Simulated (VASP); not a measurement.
**Au: single point with r2SCAN**

Au:

```
Au
1.0
     0.00000    2.06152    2.06152
     2.06152    0.00000    2.06152
     2.06152    2.06152    0.00000
Au
1
Direct
  0.00000 0.00000 0.00000
```

```json
{"Program": "VASP 6.6.1", "Task": "single point", "Functional": "r2SCAN", "Potentials or basis": "VASP PAW PBE potentials, release 64 (Au)", "Cutoff": "520 eV", "k mesh": "13 × 13 × 13", "Occupations": "gaussian, width 0.2 eV", "Spin": "no spin polarisation"}
```

The pressure is 0.2 GPa.

Levels at points of the mesh, in eV from the Fermi level:
```tsv
k point	band 2	band 3	band 4	band 5	band 6	band 7	band 8	band 9	band 10	band 11
(0.00, 0.00, 0.00)	-4.94	-4.94	-4.94	-3.48	-3.48	15.21	19.14	19.14	19.14	24.33
```

Run time: 2.8 min on 1 thread of AMD EPYC 7R13 (shared host), peak memory 0.12 GiB.

Caveat: the PAW data sets were made with another functional, which shifts forces and pressure a little; spin-orbit coupling is left out, which moves the levels of the heavy elements.
